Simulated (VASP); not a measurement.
Y, 1 atom in the cell. The structure is cubic, space group Fm-3m (No. 225). The conventional cell has a = 4.980 Å, b = 4.980 Å, c = 4.980 Å, α = 90.00°, β = 90.00°, γ = 90.00°. Within 4.6 Å of Y (site symmetry m-3m) lie 12 Y at 3.52 Å. This isn't the form of Y at room conditions, which is hcp.

| Property | Result |
| --- | --- |
| Program | VASP 6.6.1 |
| Task | relaxation of cell and atoms |
| Functional | PBEsol |
| Potentials or basis | VASP PAW PBE potentials, release 64 (Y_sv) |
| Cutoff | 500 eV |
| k mesh | 8 × 8 × 8 |
| Occupations | fermi-dirac, width 0.1 eV |
| Spin | no spin polarisation |
| Dipole correction | no |
| Further INCAR settings | ALGO = Normal; EDIFF = 1e-07; IBRION = 2; EDIFFG = -0.01; NSW = 60; ISIF = 3 |

Potentials or basis: VASP PAW PBE potentials, release 64 (Y_sv).

Command:

```sh
$ cat potpaw_PBE.64/Y_sv/POTCAR > POTCAR
$ mpirun -np 1 vasp_std > vasp.out
```

Hardware: 1 thread of Intel(R) Xeon(R) Platinum 8259CL CPU @ 2.50GHz (Skylake/Cascade Lake), on a shared host.

Task: How long does it take, and how much memory?

Result: Run time: 20 s on 1 thread of Intel(R) Xeon(R) Platinum 8259CL CPU @ 2.50GHz (Skylake/Cascade Lake), on a shared host, peak memory 0.17 GiB. Counts: scf iterations 22, k points 29, ion steps 2.
